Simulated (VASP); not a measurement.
Set up this calculation in VASP 6.6.1, as the native input.

| Property | Result |
| --- | --- |
| Task | single point |
| Functional | PBE |
| Potentials or basis | VASP PAW PBE potentials, release 64 (Sn_d) |
| Cutoff | 520 eV |
| k mesh | 14 × 14 × 14 |
| Occupations | gaussian, width 0.1 eV |
| Spin | no spin polarisation |
| Dipole correction | no |
| Further INCAR settings | ALGO = Fast; EDIFF = 1e-06; NBANDS = 21 |

The structure of Sn lies in POSCAR:

```
Sn
1.0
   -2.9643162545      2.9643162545      1.6163469645
    2.9643162545     -2.9643162545      1.6163469645
    2.9643162545      2.9643162545     -1.6163469645
Sn
2
Direct
    0.7500000000      0.2500000000      0.5000000000
    0.0000000000      0.0000000000      0.0000000000
```

One way to write it, as run:

INCAR

```
SYSTEM = Sn
PREC = Accurate
ENCUT = 520
EDIFF = 1E-6
ISMEAR = 0
SIGMA = 0.1
LREAL = .False.
LASPH = .True.
NELM = 80
ALGO = Fast
ISIF = 2
LWAVE = .False.
LCHARG = .True.
GGA = PE
LELF = .True.
LVHAR = .True.
NBANDS = 21
```

KPOINTS

```
regular mesh
0
Gamma
  14 14 14
  0 0 0
```

Potentials or basis: VASP PAW PBE potentials, release 64 (Sn_d).

The run is started by

```console
$ cat potpaw_PBE.64/Sn_d/POTCAR > POTCAR
$ mpirun -np 1 vasp_std > vasp.out
```

It gave:

```yaml
Pressure: -0.1 GPa
Band_gap_on_the_k_mesh: zero (bands 14 and 15 overlap by 3.77 eV)
```

Caveat: spin-orbit coupling is left out, which moves the levels of the heavy elements.

It took 6.2 min on 1 thread of Intel Xeon 8259CL (shared host), peak memory 0.37 GiB.
